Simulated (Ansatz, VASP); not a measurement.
# One calculation of AgCl, two programs

File INCAR:

```
PREC = Accurate ; ENCUT = 520
EDIFF = 1E-7 ; ISMEAR = 0
SIGMA = 0.02 ; LREAL = F
LASPH = T ; NELM = 100
ALGO = Normal ; ISIF = 2
LWAVE = F ; LCHARG = F
GGA = CA ; NBANDS = 16
```

File KPOINTS:

```
regular mesh
0
Gamma
  8 8 8
```

Contents of POSCAR:

```
AgCl
1.0
    0.0000000000      2.7350000000      2.7350000000
    2.7350000000      0.0000000000      2.7350000000
    2.7350000000      2.7350000000      0.0000000000
Ag Cl
1 1
Direct
    0.0000000000      0.0000000000      0.0000000000
    0.5000000000      0.5000000000      0.5000000000
```

input.yaml

```yaml
crystal:
  lattice:
    - [0.0, 2.735, 2.735]
    - [2.735, 0.0, 2.735]
    - [2.735, 2.735, 0.0]
  atoms:
    - { symbol: Ag, position: [0.0, 0.0, 0.0] }
    - { symbol: Cl, position: [0.5, 0.5, 0.5] }
hamiltonian:
  xc: lda
  pseudopotentials: { kind: paw }
kpoints:
  mp_grid: { grid: [8, 8, 8] }
scf:
  occupations: { method: gaussian, width: 0.02 }
output:
  forces: true
  stress: true
  eigenvalues: true
```

Alike in both runs: task single point; functional LDA; k mesh 8 × 8 × 8; occupations gaussian, width 0.02 eV; no spin polarisation.

|  | VASP | Ansatz |
| --- | --- | --- |
| version | VASP 6.6.1 | Ansatz 0.2.0 |
| potentials or method | VASP PAW LDA potentials, release 64 (Ag, Cl) | Ansatz PAW |
| plane-wave cutoff (eV) | 520 | 420 |
| valence electrons in the cell | 18 | 26 |

```tsv
	VASP	Ansatz	Ansatz less VASP
gap on the k mesh at the Fermi level (eV)	0.64	0.61	-0.028
least direct gap on the mesh (eV)	3.11	3.09	-0.026
pressure (GPa)	-3.8	-3.8	0.00
```

LDA's correlation is that of Perdew and Zunger in VASP and of Perdew and Wang (1992) in Ansatz. VASP's potentials hold 18 valence electrons a cell and Ansatz's 26, so a difference there can come from the potentials and not from the codes.
